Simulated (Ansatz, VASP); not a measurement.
# One calculation of Sb, two programs

The input POSCAR:

```
Sb
1.0
   -1.5221326344      1.5221326344      2.6183473507
    1.5221326344     -1.5221326344      2.6183473507
    1.5221326344      1.5221326344     -2.6183473507
Sb
1
Direct
    0.0000000000      0.0000000000      0.0000000000
```

The input INCAR.step1:

```
PREC = Accurate
ENCUT = 520
ISMEAR = -1
SIGMA = 0.1
LREAL = False
LASPH = True
NELM = 100
NBANDS = 8
GGA = PE
ALGO = Normal
EDIFF = 1E-4
LWAVE = True
LCHARG = False
```

Contents of INCAR.step2:

```
PREC = Accurate
ENCUT = 520
EDIFF = 1E-6
ISMEAR = -1
SIGMA = 0.1
LREAL = False
LASPH = True
NELM = 100
ALGO = Normal
ISIF = 2
LWAVE = False
LCHARG = False
METAGGA = R2SCAN
LMIXTAU = True
NBANDS = 8
ISTART = 1
```

File KPOINTS:

```
regular mesh
0
Gamma
  13 13 13
```

Input for Ansatz:

```yaml
crystal:
  lattice:
    - [-1.5221326344061594, 1.5221326344061594, 2.618347350708622]
    - [1.5221326344061594, -1.5221326344061594, 2.618347350708622]
    - [1.5221326344061594, 1.5221326344061594, -2.618347350708622]
  atoms:
    - { symbol: Sb, position: [0.0, 0.0, 0.0] }
basis:
  ecutwfc: 600.0
kpoints:
  mp_grid:
    grid: [13, 13, 13]
hamiltonian:
  xc: r2scan
scf:
  occupations:
    method: fermi_dirac
    width: 0.1
output:
  stress: true
```

Alike in both runs: task single point; functional r2SCAN; k mesh 13 × 13 × 13; occupations fermi-dirac, width 0.1 eV; no spin polarisation.

```csv
,VASP,Ansatz
version,VASP 6.6.1,Ansatz 0.2.0
potentials or method,"VASP PAW PBE potentials, release 64 (Sb), cutoff 520 eV","plane waves, PAW"
valence electrons in the cell,5,15
```

Ansatz gave:

- pressure (GPa): 10.3
- traceless stress, the component that is largest in VASP (GPa): -0.79

Which values does VASP return?

Pressure (GPa): 10.3; traceless stress, the component that is largest in VASP (GPa): -0.92.

VASP's potentials were made for PBE, not for r2SCAN. VASP's potentials hold 5 valence electrons a cell and Ansatz's 15, so a difference there can come from the potentials and not from the codes.

Spin-orbit coupling is off throughout.
